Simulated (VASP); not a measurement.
Set up this calculation in VASP 6.6.1, as the native input.

| Quantity | Value |
| --- | --- |
| Task | single point |
| Functional | PBE |
| Potentials or basis | VASP PAW PBE potentials, release 64 (In_d) |
| Cutoff | 520 eV |
| k mesh | 18 × 18 × 18 |
| Occupations | gaussian, width 0.1 eV |
| Spin | no spin polarisation |
| Dipole correction | no |
| Further INCAR settings | ALGO = Fast; EDIFF = 1e-07; NBANDS = 12 |

The structure of In lies in POSCAR:

```
In
1.0
   -1.6779738705      1.6779738705      2.3680845939
    1.6779738705     -1.6779738705      2.3680845939
    1.6779738705      1.6779738705     -2.3680845939
In
1
Direct
    0.0000000000      0.0000000000      0.0000000000
```

The input as run:

INCAR

```
ALGO = Fast
EDIFF = 1E-7
ENCUT = 520
GGA = PE
ISIF = 2
ISMEAR = 0
LASPH = T
LCHARG = T
LELF = T
LREAL = F
LVHAR = T
LWAVE = F
NBANDS = 12
NELM = 60
PREC = Accurate
SIGMA = 0.1
```

KPOINTS

```
k-points
0
Gamma
  18 18 18
```

Potentials or basis: VASP PAW PBE potentials, release 64 (In_d).

Run with:

```bash
$ cat potpaw_PBE.64/In_d/POTCAR > POTCAR
$ mpirun -np 1 vasp_std > vasp.out
```

It gave:

```yaml
Pressure: 1.1 GPa
Band_gap_on_the_k_mesh: zero (an odd number of electrons rules out a gap without spin polarisation)
```

Caveat: spin-orbit coupling is left out, which moves the levels of the heavy elements.

Wall time 120 s on 1 thread of Intel(R) Xeon(R) Platinum 8559C (Emerald Rapids), on a shared host, peak memory 0.27 GiB.
